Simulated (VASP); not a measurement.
Set up this calculation in VASP 6.6.1, as the native input.

```
Task                   : relaxation of cell and atoms
Functional             : r2SCAN
Potentials or basis    : VASP PAW PBE potentials, release 64 (Zn, S)
Cutoff                 : 600 eV
k mesh                 : 8 × 8 × 8
Occupations            : gaussian, width 0.02 eV
Spin                   : no spin polarisation
Target pressure        : 30 GPa
Dipole correction      : no
Further INCAR settings : ALGO = Normal; EDIFF = 1e-06; IBRION = 2; EDIFFG = -0.008; NSW = 70; ISIF = 3
```

Crystal: ZnS.

```xyz
2
Lattice="0.0000 2.5036 2.5036 2.5036 0.0000 2.5036 2.5036 2.5036 0.0000" Properties=species:S:1:pos:R:3 pbc="T T T"
Zn    0.0000    0.0000    0.0000
S     1.2518    1.2518    1.2518
```

The input as run:

POSCAR

```
ZnS
1.0
    0.0000000000      2.5035742437      2.5035742437
    2.5035742437      0.0000000000      2.5035742437
    2.5035742437      2.5035742437      0.0000000000
Zn S
1 1
Direct
    0.0000000000      0.0000000000      0.0000000000
    0.2500000000      0.2500000000      0.2500000000
```

INCAR.step1

```
PREC = Accurate
ENCUT = 600
ISMEAR = 0
SIGMA = 0.02
LREAL = False
LASPH = True
NELM = 60
GGA = PE
ALGO = Normal
EDIFF = 1E-4
LWAVE = True
LCHARG = False
```

INCAR.step2

```
PREC = Accurate
ENCUT = 600
EDIFF = 1E-6
ISMEAR = 0
SIGMA = 0.02
LREAL = False
LASPH = True
NELM = 60
ALGO = Normal
ISIF = 3
LWAVE = False
LCHARG = False
METAGGA = R2SCAN
LMIXTAU = True
IBRION = 2
NSW = 70
EDIFFG = -0.008
PSTRESS = 300.0
ISTART = 1
```

KPOINTS

```
regular mesh
0
Gamma
  8 8 8
```

Potentials or basis: VASP PAW PBE potentials, release 64 (Zn, S).

Launch:

```sh
$ cat potpaw_PBE.64/Zn/POTCAR potpaw_PBE.64/S/POTCAR > POTCAR
$ cp INCAR.step1 INCAR
$ mpirun -np 1 vasp_std > vasp.out
$ cp INCAR.step2 INCAR
$ mpirun -np 1 vasp_std > vasp.out
```

It gave:

```json
{"Relaxed volume": "15.54 Å³/atom", "Relaxed cell": "a = 3.529 Å, b = 3.529 Å, c = 3.529 Å, α = 60.00°, β = 60.00°, γ = 60.00°", "Space group after relaxing (to 0.05 Å)": "F-43m (No. 216)", "Energy change on relaxing (the enthalpy is what falls)": "+26.8 meV/atom", "Ionic steps": "3", "Pressure after relaxing": "30.1 GPa", "Band gap on the k mesh": "3.09 eV, indirect (least direct gap 3.85 eV)"}
```

Caveat: the cell is relaxed towards a set pressure, so the enthalpy falls and the energy may rise; the PAW data sets were made with another functional, which shifts forces and pressure a little.

Run time: 110 s on 1 thread of AMD EPYC 9R45 96-Core Processor (Zen 5), on a shared host, peak memory 0.14 GiB.
